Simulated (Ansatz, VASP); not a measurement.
## Rb2MnN6: VASP beside Ansatz

The input POSCAR:

```
Rb2MnN6
1.0
    0.0000000000      4.0715830000      4.0715830000
    4.0715830000      0.0000000000      4.0715830000
    4.0715830000      4.0715830000      0.0000000000
Rb Mn N
2 1 6
Direct
    0.2500000000      0.2500000000      0.2500000000
    0.7500000000      0.7500000000      0.7500000000
    0.0000000000      0.0000000000      0.0000000000
    0.7950000000      0.2050000000      0.2050000000
    0.2050000000      0.7950000000      0.2050000000
    0.2050000000      0.7950000000      0.7950000000
    0.7950000000      0.2050000000      0.7950000000
    0.2050000000      0.2050000000      0.7950000000
    0.7950000000      0.7950000000      0.2050000000
```

File INCAR.step1:

```
PREC     = Accurate       # precision mode
ENCUT    = 660            # plane-wave cutoff, eV
ISMEAR   = -1             # smearing method
SIGMA    = 0.1            # smearing width, eV
LREAL    = F              # projectors in reciprocal space
LASPH    = T              # aspherical terms in the spheres
NELM     = 120            # most SCF steps
NBANDS   = 40             # bands
GGA      = PE             # functional
ALGO     = Normal         # electronic algorithm
EDIFF    = 1E-5           # SCF threshold, eV
LWAVE    = T              # write WAVECAR
LCHARG   = F              # write CHGCAR
GGA_COMPAT= F
```

INCAR.step2

```
PREC     = Accurate       # precision mode
ENCUT    = 660            # plane-wave cutoff, eV
EDIFF    = 1E-6           # SCF threshold, eV
ISMEAR   = -1             # smearing method
SIGMA    = 0.1            # smearing width, eV
LREAL    = F              # projectors in reciprocal space
LASPH    = T              # aspherical terms in the spheres
NELM     = 120            # most SCF steps
ALGO     = Normal         # electronic algorithm
ISIF     = 2              # what is computed and relaxed
LWAVE    = F              # write WAVECAR
LCHARG   = F              # write CHGCAR
METAGGA  = R2SCAN         # meta-GGA
LMIXTAU  = T            
NBANDS   = 40             # bands
ISTART   = 1            
GGA_COMPAT= F
```

Contents of KPOINTS:

```
regular mesh
0
Gamma
  7 7 7
```

Input for Ansatz:

```yaml
crystal:
  lattice:
    - [0.0, 4.071583, 4.071583]
    - [4.071583, 0.0, 4.071583]
    - [4.071583, 4.071583, 0.0]
  atoms:
    - { symbol: Rb, position: [0.25, 0.25, 0.25] }
    - { symbol: Rb, position: [0.75, 0.75, 0.75] }
    - { symbol: Mn, position: [0.0, 0.0, 0.0] }
    - { symbol: "N", position: [0.795, 0.205, 0.205] }
    - { symbol: "N", position: [0.205, 0.795, 0.205] }
    - { symbol: "N", position: [0.205, 0.795, 0.795] }
    - { symbol: "N", position: [0.795, 0.205, 0.795] }
    - { symbol: "N", position: [0.205, 0.205, 0.795] }
    - { symbol: "N", position: [0.795, 0.795, 0.205] }
  symmetry: { tolerance: 0.0003 }
kpoints:
  mp_grid: { grid: [7, 7, 7], shift: [0, 0, 0] }
  band_path:
    path:
      - [0.0, 0.0, 0.0]
      - [0.5, 0.0, 0.5]
      - [0.625, 0.25, 0.625]
      - [0.375, 0.375, 0.75]
      - [0.0, 0.0, 0.0]
      - [0.5, 0.5, 0.5]
      - [0.5, 0.25, 0.75]
      - [0.5, 0.0, 0.5]
    npoints: 10
magnetization:
  spin_polarized: false
scf:
  occupations: { method: fermi_dirac }
  lower_state_search: "off"
  max_iter: 200
hamiltonian:
  pseudopotentials: { kind: paw }
  xc: r2scan
basis:
  ecutwfc: 500
  fft_grid_basis: typed
output:
  forces: true
  stress: true
  eigenvalues: true
  bader: true
  populations: true
  elf: true
  write_potential: true
  volumetric_format: npy
  dos:
    e_range: [-12, 8]
    de: 0.05
    projected: { site_lists: { Mn: [Mn], "N": ["N"], Rb: [Rb] } }
checkpoint:
  read: saved_state
```

Alike in both runs: task single point; functional r2SCAN; k mesh 7 × 7 × 7; no spin polarisation.

```csv
,VASP,Ansatz
version,VASP 6.6.1,Ansatz 0.2.0
potentials or method,"VASP PAW PBE potentials, release 64 (Rb_sv, Mn_pv, N), cutoff 660 eV",PAW plane waves
occupations,"fermi-dirac, width 0.1 eV",fermi-dirac
valence electrons in the cell,61,63
```

|  | VASP | Ansatz | Ansatz less VASP |
| --- | --- | --- | --- |
| pressure (GPa) | 20.1 | 19.5 | -0.62 |
| rms of the force components (eV/Å) | 1.831 | 1.765 | -0.0668 |

VASP's potentials were made for PBE, not for r2SCAN. Atom by atom the forces differ by 0.067 eV/Å (rms over components). VASP's potentials hold 61 valence electrons a cell and Ansatz's 63, so a difference there can come from the potentials and not from the codes.
